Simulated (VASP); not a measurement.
# Au (P6_3/mmc) in VASP: notebook

Au is run at these levels: PBE; tasks: single point.

Everything below comes from runs of VASP 6.6.1. Logs are shortened: lines on timing, memory, paths and dates and some standing lists are left out, and cuts for length are marked.

### Step 1. The cell of the first run

It takes space group P6_3/mmc (No. 194, hexagonal). Conventional cell: a = 2.912 Å, b = 2.912 Å, c = 4.902 Å, α = 90.00°, β = 90.00°, γ = 120.00°. Au (site symmetry -6m2) has 12 Au at 2.91 to 2.97 Å within 3.8 Å.

This isn't the form of Au at room conditions, which is fcc.

### Step 2. Single point, PBE

File POSCAR:

```
Au
1.0
    2.9117187291      0.0000000000      0.0000000000
   -1.4558593645      2.5216223881      0.0000000000
    0.0000000000      0.0000000000      4.9017294074
Au
2
Direct
    0.3333333333      0.6666666667      0.2500000000
    0.6666666667      0.3333333333      0.7500000000
```

File INCAR.step1:

```
SYSTEM = Au
PREC = Accurate
ENCUT = 520
EDIFF = 1E-7
ISMEAR = -1
SIGMA = 0.08
LREAL = .FALSE.
LASPH = .TRUE.
NELM = 100
ALGO = Normal
ISIF = 2
LWAVE = .FALSE.
LCHARG = .TRUE.
LMAXMIX = 4
GGA = PE
NBANDS = 18
```

File KPOINTS.step1:

```
Automatic mesh
0
G
  15 15 8
  0 0 0
```

File INCAR.step2:

```
SYSTEM = Au
PREC = Accurate
ENCUT = 520
EDIFF = 1E-7
ISMEAR = -5
SIGMA = 0.08
LREAL = .FALSE.
LASPH = .TRUE.
NELM = 100
ALGO = Normal
ISIF = 2
LWAVE = .FALSE.
LCHARG = .FALSE.
LMAXMIX = 4
GGA = PE
LORBIT = 11
NBANDS = 18
NEDOS = 2001
ICHARG = 11
```

File KPOINTS.step2:

```
Automatic mesh
0
G
  23 23 12
  0 0 0
```

Potentials or basis: VASP PAW PBE potentials, release 64 (Au).

Run with:

```
> cat potpaw_PBE.64/Au/POTCAR > POTCAR
> cp INCAR.step1 INCAR
> cp KPOINTS.step1 KPOINTS
> mpirun -np 1 vasp_std > vasp.out
> cp INCAR.step2 INCAR
> cp KPOINTS.step2 KPOINTS
> mpirun -np 1 vasp_std > vasp.out
```

OUTCAR:

```text
SYSTEM = Au
   PREC = Accurate
   ENCUT = 520
   EDIFF = 1E-7
   ISMEAR = -5
   LREAL = .FALSE.
   LASPH = .TRUE.
   NELM = 100
   ISIF = 2
   GGA = PE
   LORBIT = 11
   ICHARG = 11

 ion  position               nearest neighbor table
   1  0.333  0.667  0.250-   2 2.97   2 2.97   2 2.97   2 2.97   2 2.97   2 2.97
   2  0.667  0.333  0.750-   1 2.97   1 2.97   1 2.97   1 2.97   1 2.97   1 2.97

  LATTYP: Found a hexagonal cell.
 ALAT       =     2.9117187291
 C/A-ratio  =     1.6834488024

  Lattice vectors:

 A1 = (   2.9117187291,   0.0000000000,   0.0000000000)
 A2 = (  -1.4558593645,   2.5216223881,   0.0000000000)
 A3 = (   0.0000000000,   0.0000000000,   4.9017294074)

Analysis of symmetry for initial positions (statically):
=====================================================================
 Subroutine PRICEL returns:
 Original cell was already a primitive cell.

 Routine SETGRP: Setting up the symmetry group for a
 hexagonal supercell.

 Subroutine GETGRP returns: Found 24 space group operations
 (whereof 12 operations were pure point group operations)
 out of a pool of 24 trial point group operations.

The static configuration has the point symmetry D_3d.
 The point group associated with its full space group is D_6h.

Analysis of symmetry for dynamics (positions and initial velocities):
=====================================================================
 Subroutine PRICEL returns:
 Original cell was already a primitive cell.

 Routine SETGRP: Setting up the symmetry group for a
 hexagonal supercell.

 Subroutine GETGRP returns: Found 24 space group operations
 (whereof 12 operations were pure point group operations)
 out of a pool of 24 trial point group operations.

The dynamic configuration has the point symmetry D_3d.
 The point group associated with its full space group is D_6h.

 Subroutine INISYM returns: Found 24 space group operations
 (whereof 12 operations are pure point group operations),
 and found     1 'primitive' translations

----------------------------------------------------------------------------------------

                                     Primitive cell

  volume of cell :      35.9897

  direct lattice vectors                    reciprocal lattice vectors
     2.911718729  0.000000000  0.000000000     0.343439766  0.198285042  0.000000000
    -1.455859364  2.521622388  0.000000000     0.000000000  0.396570083  0.000000000
     0.000000000  0.000000000  4.901729407     0.000000000  0.000000000  0.204009629

[... 85 lines left out ...]
   EDIFF  = 0.1E-06   stopping-criterion for ELM
   LREAL  =      F    real-space projection
   EDIFFG = 0.1E-05   stopping-criterion for IOM
   NSW    =      0    number of steps for IOM
   IBRION =     -1    ionic relax: 0-MD 1-quasi-New 2-CG
   NFREE  =      0    steps in history (QN), initial steepest desc. (CG)
   ISIF   =      2    stress and relaxation
   ISYM   =      2    0-nonsym 1-usesym 2-fastsym
   POTIM  = 0.5000    time-step for ionic-motion
   TEBEG  =    0.0;   TEEND  =   0.0 temperature during run
   PSTRESS=    0.0 pullay stress
   NELECT =      22.0000    total number of electrons
   NUPDOWN=      -1.0000    fix difference up-down
   EMIN   =  10.00;   EMAX   =-10.00  energy-range for DOS
   EFERMI =   0.00;   METHOD = LEGACY
   ISMEAR =    -5;   SIGMA  =   0.08  broadening in eV -4-tet -1-fermi 0-gaus
   EFERMI_NEDOS =   21; number of points for ismear=-14 and -15
   IALGO  =     38    algorithm
   IMIX   =      4    mixing-type and parameters
     AMIX     =   0.40;   BMIX     =  1.00
     AMIX_MAG =   1.60;   BMIX_MAG =  1.00
  volume/ion in A,a.u.               =      17.99       121.44
  Fermi-wavevector in a.u.,A,eV,Ry     =   1.389386  2.625558 26.264582  1.930392
  Thomas-Fermi vector in A             =   2.513421
   LORBIT       =     11    0 simple, 1 ext, 2 COOP (PROOUT), +10 PAW based schemes
   GGA     = PE    functional components
   LHFCALC =     F    Hartree Fock is set to
   AEXX    =    0.0000 exact exchange contribution
   IVDW    =     0    specifies the selected vdW correction
   LEPSILON=     F    determine dielectric tensor
   LRPA    =     F    only Hartree local field effects (RPA)
 non-spin polarized calculation
 Fermi weights with tetrahedron method with Bloechl corrections
  energy-cutoff  :      520.00
  volume of cell :       35.99
 maximum number of plane-waves:       996
 NGX is ok and might be reduce to    24

 number of electron      21.9999999 magnetization

 Free energy of the ion-electron system (eV)
  ---------------------------------------------------
  ext. energy  EPLUGINS =         0.00000000
  ---------------------------------------------------
  free energy    TOTEN  =        -6.43030303 eV

  energy without entropy =       -6.43030303  energy(sigma->0) =       -6.43030303

 E-fermi :   8.5918     XC(G=0): -12.3919

 val. band max:        8.6588326096   @ k =   0.0870   0.0000   0.0000
 cond. band min:       8.4168200016   @ k =   0.4348   0.0000   0.5000
 fundamental gap:     -0.2420126080
 Fermi energy:         8.5917685370

 k-point     1 :       0.0000    0.0000    0.0000
  band No.  band energies     occupation
      1      -0.7026      2.00000
      2       1.6663      2.00000
      3       4.0060      2.00000
      4       4.2750      2.00000
      5       4.2750      2.00000
      6       4.5542      2.00000
[... 481 lines left out ...]
      5       4.4697      2.00000
      6       4.6686      2.00000
[... 10 lines left out ...]
     17      25.4988      0.00000
     18      26.0980      0.00000

 [... further k-points ...]
[... 5 lines left out ...]
  --------------------------------------------------------------------------------------
  -------------------------------------------------------------------------------------
  Total       -0.0240051     -0.0240051     -0.0468208     -0.0000000     -0.0000000      0.0000000
  in kB       -1.0686482     -1.0686482     -2.0843492     -0.0000000     -0.0000000      0.0000000
  external PRESSURE =      -1.4072152 kB  Pullay stress =       0.0000000 kB

 VOLUME and BASIS-vectors are now :
 -----------------------------------------------------------------------------
  energy-cutoff  :      520.00
  volume of cell :       35.99
      direct lattice vectors                 reciprocal lattice vectors
     2.911718729  0.000000000  0.000000000     0.343439766  0.198285042  0.000000000
    -1.455859364  2.521622388  0.000000000     0.000000000  0.396570083  0.000000000
     0.000000000  0.000000000  4.901729407     0.000000000  0.000000000  0.204009629

 POSITION                                       TOTAL-FORCE (eV/Angst)
 -----------------------------------------------------------------------------------
     -0.00000      1.68108      1.22543         0.000000     -0.000000      0.000000
      1.45586      0.84054      3.67630        -0.000000      0.000000      0.000000
 -----------------------------------------------------------------------------------
    total drift:                               -0.000000      0.000000     -0.000000

  FREE ENERGIE OF THE ION-ELECTRON SYSTEM (eV)
  ---------------------------------------------------
  free  energy   TOTEN  =        -6.4303030303 eV

  energy  without entropy=       -6.4303030303  energy(sigma->0) =       -6.43030303

 total charge

# of ion       s       p       d       tot
------------------------------------------
    1        0.524   0.314   8.760   9.598
    2        0.524   0.314   8.760   9.598
--------------------------------------------------
tot          1.049   0.628  17.520  19.197
```

OUTCAR.step1:

```text
SYSTEM = Au
   PREC = Accurate
   ENCUT = 520
   EDIFF = 1E-7
   ISMEAR = -1
   LREAL = .FALSE.
[... 729 lines left out ...]
     -0.00000      1.68108      1.22543        -0.000000     -0.000000      0.000000
      1.45586      0.84054      3.67630         0.000000      0.000000      0.000000
 -----------------------------------------------------------------------------------
    total drift:                               -0.000000      0.000000     -0.000000

  FREE ENERGIE OF THE ION-ELECTRON SYSTEM (eV)
  ---------------------------------------------------
  free  energy   TOTEN  =        -6.4417238437 eV

  energy  without entropy=       -6.4316144017  energy(sigma->0) =       -6.43666912
```

OSZICAR.step1:

```text
N       E                     dE             d eps       ncg     rms          rms(c)
DAV:   1     0.123776028316E+03    0.12378E+03   -0.11662E+04  4884   0.118E+03
DAV:   2    -0.485158338723E+01   -0.12863E+03   -0.12243E+03  5160   0.260E+02
DAV:   3    -0.695742444792E+01   -0.21058E+01   -0.20939E+01  5658   0.335E+01
DAV:   4    -0.696648609622E+01   -0.90616E-02   -0.90606E-02  5422   0.232E+00
DAV:   5    -0.696657003476E+01   -0.83939E-04   -0.83938E-04  5392   0.238E-01    0.112E+01
DAV:   6    -0.647595323356E+01    0.49062E+00   -0.95372E-01  5026   0.890E+00    0.733E+00
DAV:   7    -0.644527005232E+01    0.30683E-01   -0.90757E-02  5316   0.272E+00    0.328E+00
DAV:   8    -0.644173178181E+01    0.35383E-02   -0.64294E-03  5070   0.633E-01    0.328E-01
DAV:   9    -0.644170891848E+01    0.22863E-04   -0.28658E-05  5414   0.444E-02    0.241E-02
DAV:  10    -0.644172428865E+01   -0.15370E-04   -0.74847E-06  5370   0.265E-02    0.712E-03
DAV:  11    -0.644172387359E+01    0.41506E-06   -0.14054E-07  4636   0.286E-03    0.767E-04
DAV:  12    -0.644172384365E+01    0.29938E-07   -0.13738E-08  2598   0.988E-04
   1 F= -.64417238E+01 E0= -.64366691E+01  d E =-.101094E-01
```

Wall time 3.3 min (1 thread of Intel Xeon 8259CL, shared host); peak memory 0.32 GiB.

Results:

- Valence electrons inside the program's atomic spheres: Au 9.60

Levels at points of the mesh, in eV from the Fermi level:
```tsv
k point	band 9	band 10	band 11	band 12	band 13	band 14
(0.00, 0.00, 0.00)	-3.38	-2.15	-2.15	-0.90	2.39	14.62
(0.00, 0.00, 0.50)	-2.57	-2.57	-2.57	-2.57	10.22	10.22
```

Caveat: spin-orbit coupling is left out, which moves the levels of the heavy elements.

### Step 3. Single point, PBE (17.99 Å³/atom)

POSCAR is that of step 2.

File INCAR.step1:

```
  PREC = Accurate
  ENCUT = 520
  EDIFF = 1E-7
  ISMEAR = -1
  SIGMA = 0.08
  LREAL = F
  LASPH = T
  NELM = 80
  ALGO = Normal
  ISIF = 2
  LWAVE = F
  LCHARG = T
  LMAXMIX = 4
  GGA = PE
  NBANDS = 18
```

File KPOINTS.step1:

```
regular mesh
0
Gamma
  15 15 8
```

File INCAR.step2:

```
  PREC = Accurate
  ENCUT = 520
  EDIFF = 1E-7
  ISMEAR = -5
  SIGMA = 0.08
  LREAL = F
  LASPH = T
  NELM = 80
  ALGO = Normal
  ISIF = 2
  LWAVE = F
  LCHARG = F
  LMAXMIX = 4
  GGA = PE
  LORBIT = 11
  NEDOS = 1001
  ICHARG = 11
```

File KPOINTS.step2:

```
regular mesh
0
Gamma
  23 23 12
```

Potentials or basis: VASP PAW PBE potentials, release 64 (Au).

Run with:

```
> cat potpaw_PBE.64/Au/POTCAR > POTCAR
> cp INCAR.step1 INCAR
> cp KPOINTS.step1 KPOINTS
> mpirun -np 1 vasp_std > vasp.out
> cp INCAR.step2 INCAR
> cp KPOINTS.step2 KPOINTS
> mpirun -np 1 vasp_std > vasp.out
```

Wall time 3 min (1 thread of Intel Xeon 8259CL, shared host); peak memory 0.3 GiB.

It converged, with:

| Item | Value |
| --- | --- |
| Valence electrons inside the program's atomic spheres | Au 9.60 |

Levels at points of the mesh, in eV from the Fermi level:
```csv
k point,band 9,band 10,band 11,band 12,band 13,band 14
"(0.00, 0.00, 0.00)",-3.38,-2.15,-2.15,-0.90,2.39,14.62
"(0.00, 0.00, 0.50)",-2.57,-2.57,-2.57,-2.57,10.22,10.22
```

Caveat: spin-orbit coupling is left out, which moves the levels of the heavy elements.
